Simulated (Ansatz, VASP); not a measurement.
**CsGaCl in VASP and in Ansatz**

```
Cs Ga Cl
1.0
     5.59760    0.00000    0.00000
     0.00000    5.59760    0.00000
     0.00000    0.00000    8.29438
Cs Ga Cl
2 2 2
Direct
  0.00000 0.50000 0.29551
  0.50000 0.00000 0.70449
  0.00000 0.50000 0.86312
  0.50000 0.00000 0.13688
  0.00000 0.00000 0.00000
  0.50000 0.50000 0.00000
```

Change from the starting cell: species swapped into the NdMnSi type (P4/nmm, No. 129).

Alike in both runs: functional PBE; k mesh 8 × 8 × 4; occupations gaussian, width 0.1 eV; no spin polarisation.

Ansatz relaxed the structure, and its values are those at the end. VASP's run is a single point on that final structure, the one shown.

```csv
,VASP,Ansatz
version,VASP 6.6.1,Ansatz 0.2.0
potentials or method,"VASP PAW PBE potentials, release 64 (Cs_sv, Ga_d, Cl), cutoff 520 eV","scalar-relativistic, plane waves, PAW"
valence electrons in the cell,58,58
```

|  | VASP | Ansatz | Ansatz less VASP |
| --- | --- | --- | --- |
| gap on the k mesh at the Fermi level (eV) | none | none | - |
| pressure (GPa) | 0.0 | 0.0 | -0.01 |

A gap of «none» marks a metal or a gap that the smearing closes.

Neither program's run includes spin-orbit coupling.
